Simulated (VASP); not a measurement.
Input of a VASP 6.6.1 run:

Contents of INCAR:

```
  ALGO = Fast
  EDIFF = 1E-6
  ENCUT = 520
  GGA = PE
  ISIF = 2
  ISMEAR = 0
  LASPH = True
  LCHARG = False
  LREAL = False
  LWAVE = False
  NBANDS = 13
  NELM = 80
  PREC = Accurate
  SIGMA = 0.15
```

The input KPOINTS:

```
k-points
0
Gamma
  22 22 22
```

POSCAR

```
Mo
1.0
   -1.4453200000      1.4453200000      1.6338400000
    1.4453200000     -1.4453200000      1.6338400000
    1.4453200000      1.4453200000     -1.6338400000
Mo
1
Direct
    0.0000000000      0.0000000000      0.0000000000
```

Potentials or basis: VASP PAW PBE potentials, release 64 (Mo_sv).

Launch:

```sh
$ cat potpaw_PBE.64/Mo_sv/POTCAR > POTCAR
$ mpirun -np 1 vasp_std > vasp.out
```

(1) What does it give for the pressure?

(2) What does it give for the band gap on the k mesh?

Results:

(1) 53.7 GPa.

(2) zero (band 7 reaches 19.42 eV, above the bottom of band 8 at 13.63 eV).

Caveat: the cell differs from its parent crystal (strain -0.080 along x and y, +0.040 along z).
